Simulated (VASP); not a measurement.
Wanted: the native input for a VASP 6.6.1 run.

```yaml
Task: single point
Functional: r2SCAN
Potentials_or_basis: VASP PAW PBE potentials, release 64 (Al, Ga_d, N)
Cutoff: 520 eV
k_mesh: 6 × 6 × 6
Occupations: gaussian, width 0.05 eV
Spin: no spin polarisation
Dipole_correction: no
Further_INCAR_settings: ALGO = Normal; EDIFF = 1e-06; NBANDS = 31
```

Al3GaN4:

```
Al Ga N
1.0
     4.40105    0.00002   -0.00001
     0.00002    4.40117    0.00001
    -0.00001    0.00001    4.40115
Al Ga N
3 1 4
Direct
  0.50000 0.50000 0.00000
  0.50000 0.00000 0.50000
  0.00000 0.50000 0.50000
  0.00001 0.00000 0.00000
  0.74444 0.74444 0.25556
  0.74444 0.25556 0.74444
  0.25556 0.74444 0.74444
  0.25556 0.25556 0.25556
```

This cell differs from its parent crystal: all atoms moved at random, sigma 0.1 Å a component, cell strained at random, sigma 0.06, then relaxed in part.

These files were run (other wordings do the same):

POSCAR

```
Al3GaN4
1.0
    4.4010542838      0.0000192210     -0.0000078258
    0.0000168234      4.4011720973      0.0000109975
   -0.0000078150      0.0000116925      4.4011508509
Al Ga N
3 1 4
Direct
    0.5000001347      0.4999998683      0.0000022335
    0.5000006772     -0.0000010925      0.5000032531
   -0.0000013932      0.4999970587      0.5000028868
    0.0000051373     -0.0000022325      0.0000026413
    0.7444383235      0.7444405521      0.2555570782
    0.7444367047      0.2555637012      0.7444374108
    0.2555589267      0.7444409298      0.7444358035
    0.2555614890      0.2555612148      0.2555586927
```

INCAR.step1

```
SYSTEM = Al3GaN4
PREC = Accurate
ENCUT = 520
ISMEAR = 0
SIGMA = 0.05
LREAL = .FALSE.
LASPH = .TRUE.
NELM = 80
NBANDS = 31
GGA = PE
ALGO = Normal
EDIFF = 1E-4
LWAVE = .TRUE.
LCHARG = .FALSE.
```

INCAR.step2

```
SYSTEM = Al3GaN4
PREC = Accurate
ENCUT = 520
EDIFF = 1E-6
ISMEAR = 0
SIGMA = 0.05
LREAL = .FALSE.
LASPH = .TRUE.
NELM = 80
ALGO = Normal
ISIF = 2
LWAVE = .FALSE.
LCHARG = .FALSE.
METAGGA = R2SCAN
LMIXTAU = .TRUE.
NBANDS = 31
ISTART = 1
```

KPOINTS

```
Automatic mesh
0
G
  6 6 6
  0 0 0
```

Potentials or basis: VASP PAW PBE potentials, release 64 (Al, Ga_d, N).

Launch:

```console
$ cat potpaw_PBE.64/Al/POTCAR potpaw_PBE.64/Ga_d/POTCAR potpaw_PBE.64/N/POTCAR > POTCAR
$ cp INCAR.step1 INCAR
$ mpirun -np 1 vasp_std > vasp.out
$ cp INCAR.step2 INCAR
$ mpirun -np 1 vasp_std > vasp.out
```

Results of the run:

- Pressure: 0.0 GPa
- Largest force: 0.072 eV/Å
- Band gap on the k mesh: 4.00 eV, direct

Caveat: the cell differs from its parent crystal (all atoms moved at random, sigma 0.1 Å a component, cell strained at random, sigma 0.06, then relaxed in part); the PAW data sets were made with another functional, which shifts forces and pressure a little.

It took 13 min on 1 thread of Intel(R) Xeon(R) Platinum 8259CL CPU @ 2.50GHz (Skylake/Cascade Lake) (shared host), peak memory 0.32 GiB.
